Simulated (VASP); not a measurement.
# Si16O (a cell with a defect) in VASP: further runs, part 2 of 2

VASP 6.6.1. Earlier steps stand in the parts before.

## 3. Single point, PBEsol, collinear spin, ferromagnetic start

INCAR reads:

```
SYSTEM = Si16O
ALGO = Normal
EDIFF = 1E-6
ENCUT = 520
GGA = PS
ISIF = 2
ISMEAR = -1
ISPIN = 2
LASPH = .TRUE.
LCHARG = .FALSE.
LORBIT = 11
LREAL = Auto
LWAVE = .FALSE.
MAGMOM = 0 0 0 0 0 0 0 0 0 0 0 0 0 0 0 0 1
NBANDS = 53
NELM = 150
PREC = Accurate
SIGMA = 0.05
```

KPOINTS reads:

```
k-points
0
G
  2 2 2
  0 0 0
```

POSCAR reads:

```
Si16O
1.0
    0.0000000000      5.4300000000      5.4300000000
    5.4300000000      0.0000000000      5.4300000000
    5.4300000000      5.4300000000      0.0000000000
Si O
16 1
Direct
   -0.0480847145      0.0393001842     -0.0154143646
    0.1242633517      0.1228637201      0.1277255985
    0.0795672192     -0.0042817680      0.4867311234
    0.1601657459      0.1587108656      0.5914917127
   -0.0207918969      0.4730202578     -0.0291344383
    0.0342173112      0.7008287293      0.0650276243
    0.0065837937      0.5446500921      0.4505248619
    0.1204788214      0.6400368324      0.6086924494
    0.5145764273      0.0232504604     -0.0413351750
    0.5627992634      0.1515285451      0.1604235727
    0.5537569061     -0.0464825046      0.5172007366
    0.7251749540      0.0789686924      0.6001657459
    0.3932228361      0.4937937385      0.0065009208
    0.5977255985      0.6463627993      0.0667495396
    0.6015837937      0.4222283610      0.4038121547
    0.6131031308      0.5818508287      0.6012615101
    0.3590055249      0.4461510129      0.5662062615
```

Potentials or basis: VASP PAW PBE potentials, release 64 (Si, O).

Started as:

```console
$ cat potpaw_PBE.64/Si/POTCAR potpaw_PBE.64/O/POTCAR > POTCAR
$ mpirun -np 1 vasp_std > vasp.out
```

Wall time 13 min (1 thread of Oxide Virtual Turin-like, shared host); peak memory 0.68 GiB.

The run converged. Its results:

```yaml
Free_energy: -94.5410 eV
Pressure: 0.5 GPa
Largest_force: 3.367 eV/Å
Band_gap_on_the_k_mesh: 0.15 eV
Net_moment: 0.00 μB per cell
Valence_electrons_inside_the_program's_atomic_spheres: Si 1.66, 1.67, 1.76, 1.65, 1.69, 1.63, 1.64, 1.62, 1.72, 1.71, 1.59 (each value once); O 5.17
```

Forces in eV/Å, atoms in the order of the input:
```
Si   1.745 -0.805  2.326
Si  -1.948 -0.037 -0.196
Si  -1.445  0.015 -0.237
Si   1.467  1.467  0.825
Si   2.111 -1.316  0.822
Si  -1.392  1.999 -2.324
Si  -0.148 -1.286 -1.288
Si  -1.090  0.505 -0.167
Si   0.804  0.565 -0.905
Si  -1.849  0.834 -0.057
Si   0.309 -0.688 -0.864
Si  -0.255 -0.530 -1.206
Si   0.228 -0.355  2.842
Si  -1.090 -0.609 -0.347
Si   1.021  0.116  1.431
Si   0.344  0.920  1.038
O    1.187 -0.793 -1.693
```

Stress tensor (GPa, compression positive):
```
-0.12 -2.25  0.90
-2.25  0.77 -0.98
 0.90 -0.98  0.95
```

Levels at points of the mesh, in eV from the valence-band top:
Spin up:
| k point | band 31 | band 32 | band 33 | band 34 | band 35 | band 36 | band 37 | band 38 | band 39 | band 40 |
| --- | --- | --- | --- | --- | --- | --- | --- | --- | --- | --- |
| (0.00, 0.00, 0.00) | -1.08 | -0.88 | -0.56 | -0.34 | -0.02 | 0.15 | 0.35 | 0.41 | 0.61 | 0.84 |
| (0.50, 0.00, 0.00) | -1.30 | -1.15 | -0.85 | -0.64 | -0.09 | 0.43 | 0.60 | 0.95 | 1.12 | 1.22 |
| (0.00, 0.50, 0.00) | -1.46 | -1.09 | -0.84 | -0.68 | -0.51 | 0.45 | 0.97 | 1.07 | 1.37 | 1.46 |
| (0.00, 0.00, 0.50) | -1.56 | -1.08 | -0.93 | -0.74 | -0.30 | 0.52 | 0.66 | 0.92 | 1.06 | 1.23 |
| (0.50, 0.50, 0.50) | -1.44 | -1.39 | -1.13 | -0.69 | -0.09 | 0.31 | 0.60 | 0.78 | 1.21 | 1.70 |
| (0.50, 0.50, 0.00) | -1.53 | -1.29 | -1.07 | -0.87 | 0.00 | 0.79 | 0.98 | 1.66 | 1.68 | 1.83 |
| (0.00, 0.50, 0.50) | -1.49 | -1.27 | -1.17 | -0.96 | -0.64 | 0.68 | 1.30 | 1.42 | 1.67 | 1.87 |
| (0.50, 0.00, 0.50) | -1.53 | -1.15 | -0.96 | -0.77 | -0.69 | 0.58 | 1.05 | 1.48 | 1.59 | 1.78 |
Spin down:
```tsv
k point	band 32	band 33	band 34	band 35	band 36	band 37	band 38	band 39
(0.00, 0.00, 0.00)	-0.88	-0.56	-0.34	-0.02	0.15	0.35	0.41	0.61
(0.50, 0.00, 0.00)	-1.15	-0.85	-0.64	-0.09	0.43	0.60	0.95	1.12
(0.00, 0.50, 0.00)	-1.09	-0.84	-0.68	-0.51	0.45	0.97	1.07	1.37
(0.00, 0.00, 0.50)	-1.08	-0.93	-0.74	-0.30	0.52	0.66	0.92	1.06
(0.50, 0.50, 0.50)	-1.39	-1.13	-0.69	-0.09	0.31	0.60	0.78	1.21
(0.50, 0.50, 0.00)	-1.29	-1.07	-0.87	0.00	0.79	0.98	1.66	1.68
(0.00, 0.50, 0.50)	-1.27	-1.17	-0.96	-0.64	0.68	1.30	1.42	1.67
(0.50, 0.00, 0.50)	-1.15	-0.96	-0.77	-0.69	0.58	1.05	1.48	1.59
```

Caveat: the k points lie up to 0.50 Å⁻¹ apart; the atoms stand as in a frame of molecular dynamics; semilocal functionals underestimate gaps, and a narrow one can read as zero; the PAW data sets were made with another functional, which shifts forces and pressure a little.

## 4. Single point, PBEsol, collinear spin, ferromagnetic start

INCAR reads:

```
SYSTEM = Si16O
PREC = Accurate ; ENCUT = 520
EDIFF = 1E-7 ; ISMEAR = -1
SIGMA = 0.05 ; LREAL = Auto
LASPH = .TRUE. ; NELM = 150
ALGO = Normal ; ISIF = 2
LWAVE = .FALSE. ; LCHARG = .TRUE.
ISPIN = 2 ; MAGMOM = 0 0 0 0 0 0 0 0 0 0 0 0 0 0 0 0 1
LORBIT = 11 ; GGA = PS
LELF = .TRUE. ; LVHAR = .TRUE.
NBANDS = 53
```

KPOINTS reads:

```
Automatic mesh
0
G
  2 2 2
  0 0 0
```

POSCAR reads:

```
Si16O
1.0
    0.0000000000      5.4300000000      5.4300000000
    5.4300000000      0.0000000000      5.4300000000
    5.4300000000      5.4300000000      0.0000000000
Si O
16 1
Direct
   -0.0323204420      0.0693922652     -0.0475138122
    0.1233885820      0.1099631676      0.1109208103
    0.1013627993     -0.0380478821      0.4839594843
    0.1742541436      0.1833517495      0.5565745856
   -0.0740055249      0.5042265193     -0.0351657459
    0.0000276243      0.6595672192      0.1174309392
    0.0181031308      0.5479005525      0.4323756906
    0.1494843462      0.6137753223      0.6160036832
    0.5259852670      0.0213259669     -0.0431860037
    0.5764456722      0.1272191529      0.1521915285
    0.5027992634     -0.0372928177      0.5250828729
    0.7312430939      0.0650552486      0.6044106814
    0.3897329650      0.5352578269      0.0050736648
    0.5679005525      0.6523941068      0.0775874770
    0.6053314917      0.4375598527      0.4439318600
    0.6556169429      0.6055616943      0.5868508287
    0.3642725599      0.3924309392      0.5906813996
```

Started as:

```console
$ cat potpaw_PBE.64/Si/POTCAR potpaw_PBE.64/O/POTCAR > POTCAR
$ mpirun -np 1 vasp_std > vasp.out
```

It took 14 min on 1 thread of Oxide Virtual Turin-like, shared host; peak memory 0.68 GiB.

Results (log left out):

```yaml
Free_energy: -94.2519 eV
Pressure: -0.3 GPa
Largest_force: 2.986 eV/Å
Band_gap_on_the_k_mesh: 0.03 eV
Net_moment: 0.00 μB per cell
Valence_electrons_inside_the_program's_atomic_spheres: Si 1.60, 1.62, 1.69, 1.67, 1.66, 1.72, 1.63, 1.59, 1.68 (each value once); O 5.10
```

Forces in eV/Å, atoms in the order of the input:
```
Si  -0.641 -0.154 -1.470
Si   0.143  0.452  1.314
Si   0.160 -1.117  1.209
Si   1.002 -0.137 -2.112
Si  -0.359  1.762  0.282
Si  -1.110 -1.667  2.215
Si   1.555  1.175 -0.316
Si  -1.124 -0.316 -1.356
Si   0.271 -0.460 -1.745
Si   0.315 -0.310  1.847
Si  -0.475  1.550  2.295
Si  -0.677 -0.980 -0.430
Si  -1.507  0.396  0.045
Si   0.968  0.403 -0.517
Si  -0.425 -0.948 -0.285
Si   0.896  0.423 -1.746
O    1.010 -0.073  0.772
```

Stress tensor (GPa, compression positive):
```
 0.79 -0.80 -0.25
-0.80  0.30  0.71
-0.25  0.71 -2.12
```

Levels at points of the mesh, in eV from the valence-band top:
Spin up:
| k point | band 32 | band 33 | band 34 | band 35 | band 36 | band 37 | band 38 | band 39 |
| --- | --- | --- | --- | --- | --- | --- | --- | --- |
| (0.00, 0.00, 0.00) | -0.79 | -0.57 | -0.36 | 0.00 | 0.03 | 0.18 | 0.42 | 0.78 |
| (0.50, 0.00, 0.00) | -1.01 | -0.68 | -0.49 | -0.27 | 0.36 | 0.68 | 1.10 | 1.31 |
| (0.00, 0.50, 0.00) | -1.28 | -0.89 | -0.71 | -0.49 | 0.36 | 0.50 | 1.03 | 1.18 |
| (0.00, 0.00, 0.50) | -1.38 | -1.01 | -0.72 | -0.20 | 0.59 | 0.78 | 0.97 | 1.02 |
| (0.50, 0.50, 0.50) | -1.15 | -1.00 | -0.68 | -0.30 | 0.30 | 0.47 | 0.87 | 1.27 |
| (0.50, 0.50, 0.00) | -1.31 | -1.04 | -0.83 | -0.35 | 0.50 | 0.99 | 1.50 | 1.75 |
| (0.00, 0.50, 0.50) | -1.33 | -1.12 | -0.97 | -0.82 | 0.93 | 1.21 | 1.35 | 1.66 |
| (0.50, 0.00, 0.50) | -1.37 | -1.23 | -0.81 | -0.66 | 0.45 | 0.83 | 1.42 | 1.64 |
Spin down:
| k point | band 33 | band 34 | band 35 | band 36 | band 37 | band 38 |
| --- | --- | --- | --- | --- | --- | --- |
| (0.00, 0.00, 0.00) | -0.57 | -0.36 | 0.00 | 0.03 | 0.18 | 0.42 |
| (0.50, 0.00, 0.00) | -0.68 | -0.49 | -0.27 | 0.36 | 0.68 | 1.10 |
| (0.00, 0.50, 0.00) | -0.89 | -0.71 | -0.49 | 0.36 | 0.50 | 1.03 |
| (0.00, 0.00, 0.50) | -1.01 | -0.72 | -0.20 | 0.59 | 0.78 | 0.97 |
| (0.50, 0.50, 0.50) | -1.00 | -0.68 | -0.30 | 0.30 | 0.47 | 0.87 |
| (0.50, 0.50, 0.00) | -1.04 | -0.83 | -0.35 | 0.50 | 0.99 | 1.50 |
| (0.00, 0.50, 0.50) | -1.12 | -0.97 | -0.82 | 0.93 | 1.21 | 1.35 |
| (0.50, 0.00, 0.50) | -1.23 | -0.81 | -0.66 | 0.45 | 0.83 | 1.42 |

Caveat: the k points lie up to 0.50 Å⁻¹ apart; the atoms stand as in a frame of molecular dynamics; semilocal functionals underestimate gaps, and a narrow one can read as zero; the PAW data sets were made with another functional, which shifts forces and pressure a little.

## 5. The runs side by side

| cell | gap on the mesh (eV) | pressure (GPa) | moment (μB) | largest force (eV/Å) |
| --- | --- | --- | --- | --- |
| as given, atomic positions A | 0.38 | -0.4 | 0.00 | 2.51 |
| as given, atomic positions B | 0.15 | 0.5 | 0.00 | 3.37 |
| as given, atomic positions C | 0.03 | -0.3 | 0.00 | 2.99 |

Alike in all rows: task single point; level PBEsol; potentials or basis VASP PAW PBE potentials, release 64 (Si, O); spin collinear, ferromagnetic start; k mesh 2 × 2 × 2; cutoff (eV) 520; smearing fermi-dirac 0.05 eV.

Caveats: all runs use coarse meshes; the atoms stand as in a frame of molecular dynamics; semilocal functionals underestimate gaps, and a narrow one can read as zero; the PAW data sets were made with another functional, which shifts forces and pressure a little.

Absolute energies hang on the potentials; compare differences alone.
